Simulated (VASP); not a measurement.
# Mo (P6/mmm) in VASP: further runs

Mo is run at these levels: PBEsol; tasks: single point.

Program: VASP 6.6.1. These are calculated values, not measurements. Logs are shortened: lines on timing, memory, paths and dates and some standing lists are left out, and cuts for length are marked.

## Step 1: The cell of the first run

Symmetry: P6/mmm, No. 191, hexagonal system. Conventional cell: a = 2.777 Å, b = 2.777 Å, c = 2.479 Å, α = 90.00°, β = 90.00°, γ = 120.00°. Mo (site symmetry 6/mmm) has 8 Mo at 2.48 to 2.78 Å within 3.3 Å.

## Step 2: Single point, PBEsol (strain +0.015 along x and y, -0.030 along z)

File INCAR:

```
SYSTEM = Mo
PREC = Accurate ; ENCUT = 520
EDIFF = 1E-7 ; ISMEAR = 0
SIGMA = 0.15 ; LREAL = .False.
LASPH = .True. ; NELM = 60
ALGO = Normal ; ISIF = 2
LWAVE = .False. ; LCHARG = .False.
GGA = PS ; NBANDS = 13
```

File KPOINTS:

```
Automatic mesh
0
Gamma
  18 18 18
  0 0 0
```

File POSCAR:

```
Mo
1.0
    2.7765430532      0.0000000000      0.0000000000
   -1.3882715266      2.4045568187      0.0000000000
    0.0000000000      0.0000000000      2.4785252790
Mo
1
Direct
    0.0000000000      0.0000000000      0.5000000000
```

Potentials or basis: VASP PAW PBE potentials, release 64 (Mo_sv).

The run is started by

```bash
cat potpaw_PBE.64/Mo_sv/POTCAR > POTCAR
mpirun -np 1 vasp_std > vasp.out
```

OUTCAR:

```text
SYSTEM = Mo
   PREC = Accurate
   ENCUT = 520
   EDIFF = 1E-7
   ISMEAR = 0
   LREAL = .False.
   LASPH = .True.
   NELM = 60
   ISIF = 2
   GGA = PS

 ion  position               nearest neighbor table
   1  0.000  0.000  0.500-

  LATTYP: Found a hexagonal cell.
 ALAT       =     2.7765430532
 C/A-ratio  =     0.8926658912

  Lattice vectors:

 A1 = (   2.7765430532,   0.0000000000,   0.0000000000)
 A2 = (  -1.3882715266,   2.4045568187,   0.0000000000)
 A3 = (   0.0000000000,   0.0000000000,   2.4785252790)

Analysis of symmetry for initial positions (statically):
=====================================================================
 Subroutine PRICEL returns:
 Original cell was already a primitive cell.

 Routine SETGRP: Setting up the symmetry group for a
 hexagonal supercell.

 Subroutine GETGRP returns: Found 24 space group operations
 (whereof 24 operations were pure point group operations)
 out of a pool of 24 trial point group operations.

The static configuration has the point symmetry D_6h.

Analysis of symmetry for dynamics (positions and initial velocities):
=====================================================================
 Subroutine PRICEL returns:
 Original cell was already a primitive cell.

 Routine SETGRP: Setting up the symmetry group for a
 hexagonal supercell.

 Subroutine GETGRP returns: Found 24 space group operations
 (whereof 24 operations were pure point group operations)
 out of a pool of 24 trial point group operations.

The dynamic configuration has the point symmetry D_6h.

 Subroutine INISYM returns: Found 24 space group operations
 (whereof 24 operations are pure point group operations),
 and found     1 'primitive' translations

----------------------------------------------------------------------------------------

                                     Primitive cell

  volume of cell :      16.5475

  direct lattice vectors                    reciprocal lattice vectors
     2.776543053  0.000000000  0.000000000     0.360160091  0.207938526  0.000000000
    -1.388271527  2.404556819  0.000000000     0.000000000  0.415877052  0.000000000
     0.000000000  0.000000000  2.478525279     0.000000000  0.000000000  0.403465726

  length of vectors
     2.776543053  2.776543053  2.478525279     0.415877052  0.415877052  0.403465726

  position of ions in fractional coordinates (direct lattice)
     0.000000000  0.000000000  0.500000000

  ion indices of the primitive-cell ions
   primitive index   ion index
[... 75 lines left out ...]
   EDIFFG = 0.1E-05   stopping-criterion for IOM
   NSW    =      0    number of steps for IOM
   IBRION =     -1    ionic relax: 0-MD 1-quasi-New 2-CG
   NFREE  =      0    steps in history (QN), initial steepest desc. (CG)
   ISIF   =      2    stress and relaxation
   ISYM   =      2    0-nonsym 1-usesym 2-fastsym
   POTIM  = 0.5000    time-step for ionic-motion
   TEBEG  =    0.0;   TEEND  =   0.0 temperature during run
   PSTRESS=    0.0 pullay stress
   NELECT =      14.0000    total number of electrons
   NUPDOWN=      -1.0000    fix difference up-down
   EMIN   =  10.00;   EMAX   =-10.00  energy-range for DOS
   EFERMI =   0.00;   METHOD = LEGACY
   ISMEAR =     0;   SIGMA  =   0.15  broadening in eV -4-tet -1-fermi 0-gaus
   EFERMI_NEDOS =   21; number of points for ismear=-14 and -15
   IALGO  =     38    algorithm
   IMIX   =      4    mixing-type and parameters
     AMIX     =   0.40;   BMIX     =  1.00
     AMIX_MAG =   1.60;   BMIX_MAG =  1.00
  volume/ion in A,a.u.               =      16.55       111.67
  Fermi-wavevector in a.u.,A,eV,Ry     =   1.548365  2.925985 32.619056  2.397433
  Thomas-Fermi vector in A             =   2.653325
   LORBIT       =      0    0 simple, 1 ext, 2 COOP (PROOUT), +10 PAW based schemes
   GGA     = PS    functional components
   LHFCALC =     F    Hartree Fock is set to
   AEXX    =    0.0000 exact exchange contribution
   IVDW    =     0    specifies the selected vdW correction
   LEPSILON=     F    determine dielectric tensor
   LRPA    =     F    only Hartree local field effects (RPA)
 non-spin polarized calculation
 Gauss-broadening in eV      SIGMA  =   0.15
  energy-cutoff  :      520.00
  volume of cell :       16.55
 maximum number of plane-waves:       457
 NGX is ok and might be reduce to    24
   NGX = 11   NGY = 11   NGZ =  9

 number of electron      13.9999996 magnetization

 Free energy of the ion-electron system (eV)
  ---------------------------------------------------
  ext. energy  EPLUGINS =         0.00000000
  ---------------------------------------------------
  free energy    TOTEN  =       -10.87067377 eV

  energy without entropy =      -10.85859434  energy(sigma->0) =      -10.86463406

 E-fermi :  11.3295     XC(G=0): -13.1190

 val. band max:       11.3233289050   @ k =   0.3889   0.0556   0.3333
 cond. band min:      11.3310937320   @ k =   0.0000   0.0000   0.3889
 fundamental gap:      0.0077648270
 Fermi energy:        11.3295299561

 k-point     1 :       0.0000    0.0000    0.0000
  band No.  band energies     occupation
      1     -49.5306      2.00000
      2     -22.9137      2.00000
      3     -22.9137      2.00000
      4     -22.5262      2.00000
      5       4.6167      2.00000
      6       7.0194      2.00000
      7      10.4445      2.00000
      8      10.4445      2.00000
      9      15.7508      0.00000
     10      15.7508      0.00000
     11      24.0832      0.00000
     12      28.3856      0.00000
     13      31.3937      0.00000
[... 354 lines left out ...]
  band No.  band energies     occupation
      1     -49.3383      2.00000
      2     -24.0646      2.00000
      3     -23.2838      2.00000
      4     -22.3983      2.00000
      5       7.0183      2.00000
      6       8.0151      2.00000
      7      11.2701      1.42493
      8      13.1798      0.00000
      9      14.9472      0.00000
     10      16.0513      0.00000
     11      21.0904      0.00000
     12      23.6488      0.00000
     13      29.2820      0.00000

 [... further k-points ...]
[... 5 lines left out ...]
  --------------------------------------------------------------------------------------
  -------------------------------------------------------------------------------------
  Total       -0.5048990     -0.5048990      0.1032616      0.0000000      0.0000000      0.0000000
  in kB      -48.8857544    -48.8857543      9.9980771      0.0000000      0.0000000      0.0000000
  external PRESSURE =     -29.2578105 kB  Pullay stress =       0.0000000 kB

 VOLUME and BASIS-vectors are now :
 -----------------------------------------------------------------------------
  energy-cutoff  :      520.00
  volume of cell :       16.55
      direct lattice vectors                 reciprocal lattice vectors
     2.776543053  0.000000000  0.000000000     0.360160091  0.207938526  0.000000000
    -1.388271527  2.404556819  0.000000000     0.000000000  0.415877052  0.000000000
     0.000000000  0.000000000  2.478525279     0.000000000  0.000000000  0.403465726

 POSITION                                       TOTAL-FORCE (eV/Angst)
 -----------------------------------------------------------------------------------
      0.00000      0.00000      1.23926         0.000000      0.000000      0.000000
 -----------------------------------------------------------------------------------
    total drift:                                0.000000      0.000000      0.000000

  FREE ENERGIE OF THE ION-ELECTRON SYSTEM (eV)
  ---------------------------------------------------
  free  energy   TOTEN  =       -10.8706737735 eV

  energy  without entropy=      -10.8585943365  energy(sigma->0) =      -10.86463406
```

OSZICAR:

```text
N       E                     dE             d eps       ncg     rms          rms(c)
DAV:   1     0.109410189780E+03    0.10941E+03   -0.90596E+03  9718   0.111E+03
DAV:   2    -0.100157740505E+02   -0.11943E+03   -0.11548E+03 10845   0.329E+02
DAV:   3    -0.114162555769E+02   -0.14005E+01   -0.13967E+01 11355   0.365E+01
DAV:   4    -0.114203712827E+02   -0.41157E-02   -0.41154E-02 10870   0.224E+00
DAV:   5    -0.114204040696E+02   -0.32787E-04   -0.32786E-04 11500   0.169E-01    0.143E+01
DAV:   6    -0.109365196250E+02    0.48388E+00   -0.62152E-01  9800   0.925E+00    0.436E+00
DAV:   7    -0.108744756845E+02    0.62044E-01   -0.11063E-01 10825   0.369E+00    0.732E-01
DAV:   8    -0.108706680130E+02    0.38077E-02   -0.40700E-03 10080   0.792E-01    0.897E-02
DAV:   9    -0.108706696962E+02   -0.16832E-05   -0.62536E-05 11920   0.927E-02    0.498E-02
DAV:  10    -0.108706736359E+02   -0.39397E-05   -0.84718E-06 10605   0.310E-02    0.860E-03
DAV:  11    -0.108706738429E+02   -0.20701E-06   -0.40230E-07 11105   0.678E-03    0.246E-03
DAV:  12    -0.108706737735E+02    0.69354E-07   -0.15633E-08  5680   0.147E-03
   1 F= -.10870674E+02 E0= -.10864634E+02  d E =-.120794E-01
```

stdout:

```text
POSCAR found type information on POSCAR Mo
 POSCAR found :  1 types and       1 ions
 scaLAPACK will be used
 -----------------------------------------------------------------------------
|                                                                             |
|                                                                             |
|     You enforced a specific xc type in the INCAR file but a different       |
|     I HOPE YOU KNOW WHAT YOU ARE DOING!                                     |
|                                                                             |
 -----------------------------------------------------------------------------

 LDA part: xc-table for (Slater+PW92), standard interpolation
 POSCAR, INCAR and KPOINTS ok, starting setup
 FFT: planning ... GRIDC
 FFT: planning ... GRID_SOFT
 FFT: planning ... GRID
 WAVECAR not read
 entering main loop
```

Wall time 33 s (1 thread of AMD EPYC 9R45 (Zen 5), shared host); peak memory 0.16 GiB.

Results:

```yaml
Free_energy: -10.8707 eV
Pressure: -2.9 GPa
Band_gap_on_the_k_mesh: zero (band 7 reaches 12.25 eV, above the bottom of band 8 at 10.44 eV)
```

Levels at points of the mesh, in eV from the Fermi level:
```tsv
k point	band 3	band 4	band 5	band 6	band 7	band 8	band 9	band 10	band 11	band 12
(0.00, 0.00, 0.00)	-34.24	-33.86	-6.71	-4.31	-0.89	-0.89	4.42	4.42	12.75	17.06
(0.50, 0.00, 0.00)	-34.53	-33.73	-4.79	-3.31	0.92	1.70	3.83	4.19	9.78	13.03
(0.00, 0.00, 0.50)	-34.02	-34.02	-3.33	0.13	0.13	0.41	0.41	0.48	11.26	16.34
(0.50, 0.00, 0.50)	-35.15	-34.29	-5.33	-2.97	-0.78	4.66	6.44	6.70	7.33	16.59
```

Caveat: the cell differs from its parent crystal (strain +0.015 along x and y, -0.030 along z); the PAW data sets were made with another functional, which shifts forces and pressure a little.

## Step 3: Single point, PBEsol (strain +0.000 along x and y, +0.015 along z)

File INCAR:

```
PREC = Accurate
ENCUT = 520
EDIFF = 1E-6
ISMEAR = 0
SIGMA = 0.15
LREAL = F
LASPH = T
NELM = 100
ALGO = Normal
ISIF = 2
LWAVE = F
LCHARG = F
GGA = PS
NBANDS = 13
```

File KPOINTS:

```
Automatic mesh
0
Gamma
  18 18 18
```

File POSCAR:

```
Mo
1.0
    2.7355103972      0.0000000000      0.0000000000
   -1.3677551986      2.3690214963      0.0000000000
    0.0000000000      0.0000000000      2.5935084105
Mo
1
Direct
    0.0000000000      0.0000000000      0.5000000000
```

Potentials or basis: VASP PAW PBE potentials, release 64 (Mo_sv).

The run is started by

```bash
cat potpaw_PBE.64/Mo_sv/POTCAR > POTCAR
mpirun -np 1 vasp_std > vasp.out
```

It took 27 s on 1 thread of AMD EPYC 9R45 (Zen 5), shared host; peak memory 0.15 GiB.

It converged, with:

| Quantity | Value |
| --- | --- |
| Free energy | -10.8524 eV |
| Pressure | -6.2 GPa |
| Band gap on the k mesh | zero (band 7 reaches 12.04 eV, above the bottom of band 8 at 10.35 eV) |

Stress tensor (GPa, compression positive):
```
 -2.41   0.00   0.00
  0.00  -2.41   0.00
  0.00   0.00 -13.77
```

Levels at points of the mesh, in eV from the Fermi level:
| k point | band 4 | band 5 | band 6 | band 7 | band 8 | band 9 | band 10 | band 11 |
| --- | --- | --- | --- | --- | --- | --- | --- | --- |
| (0.00, 0.00, 0.00) | -34.27 | -6.80 | -4.24 | -0.89 | -0.89 | 3.96 | 3.96 | 13.07 |
| (0.50, 0.00, 0.00) | -34.15 | -4.90 | -3.02 | 0.74 | 1.04 | 3.27 | 4.43 | 10.09 |
| (0.00, 0.00, 0.50) | -34.13 | -3.84 | -0.14 | -0.14 | -0.14 | 0.92 | 0.92 | 9.51 |
| (0.50, 0.00, 0.50) | -34.44 | -5.24 | -3.48 | -0.35 | 4.74 | 5.81 | 6.23 | 7.07 |

Caveat: the cell differs from its parent crystal (strain +0.000 along x and y, +0.015 along z); the PAW data sets were made with another functional, which shifts forces and pressure a little.
